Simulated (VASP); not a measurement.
**SnO2: single point with PBE**

Crystal: SnO2.

```
Sn O
1.0
     4.82652    0.00000    0.00000
     0.00000    4.82837    0.00000
     0.00000    0.00000    3.23817
Sn O
2 4
Direct
  0.50556 0.50555 0.51436
  0.00000 0.00000 0.00000
  0.30650 0.30666 0.00000
  0.80650 0.19334 0.50000
  0.19350 0.80666 0.50000
  0.69350 0.69334 0.00000
```

This cell differs from its parent crystal: atom 1 (Sn) moved -0.060 Å towards its neighbour atom 3 (O) at 2.089 Å.

```yaml
Program: VASP 6.6.1
Task: single point
Functional: PBE
Potentials_or_basis: VASP PAW PBE potentials, release 64 (Sn_d, O)
Cutoff: 520 eV
k_mesh: 6 × 6 × 8
Occupations: gaussian, width 0.05 eV
Spin: no spin polarisation
Dipole_correction: no
Further_INCAR_settings: ALGO = Normal; EDIFF = 1e-06; NBANDS = 35
```

* Pressure: 0.8 GPa
* Largest force: 1.212 eV/Å
* Band gap on the k mesh: 0.65 eV

Forces on the atoms (eV/Å):
```
Sn  -0.623 -0.623 -0.832
Sn   0.235  0.235  0.003
O    0.161  0.161  0.322
O   -0.037 -0.004  0.019
O   -0.004 -0.037  0.019
O    0.268  0.268  0.470
```

Stress tensor (GPa, compression positive):
```
0.60 0.17 0.26
0.17 0.58 0.26
0.26 0.26 1.19
```

Levels at points of the mesh, in eV from the valence-band top:
```tsv
k point	band 24	band 25	band 26	band 27	band 28	band 29
(0.00, 0.00, 0.00)	-0.78	-0.75	0.00	0.65	5.63	6.04
(0.50, 0.00, 0.00)	-1.14	-0.72	-0.53	3.84	3.87	6.76
(0.00, 0.50, 0.00)	-1.14	-0.72	-0.53	3.84	3.87	6.76
(0.50, 0.50, 0.00)	-1.31	-0.87	-0.86	4.24	4.25	7.13
(0.00, 0.00, 0.50)	-1.54	-1.20	-1.13	5.56	5.57	9.31
(0.50, 0.00, 0.50)	-1.04	-0.76	-0.73	5.82	5.83	7.58
(0.00, 0.50, 0.50)	-1.04	-0.76	-0.73	5.82	5.82	7.58
(0.50, 0.50, 0.50)	-0.93	-0.80	-0.70	4.32	4.33	8.59
```

It took 3.7 min on 1 thread of Oxide Virtual Turin-like Processor, on a shared host, peak memory 0.36 GiB.

Caveat: the cell differs from its parent crystal (atom 1 (Sn) moved -0.060 Å towards its neighbour atom 3 (O) at 2.089 Å); semilocal functionals underestimate gaps, and a narrow one can read as zero; spin-orbit coupling is left out, which moves the levels of the heavy elements; forces of over 1 eV/Å act on the atoms, so gaps and moduli don't describe the material at rest.
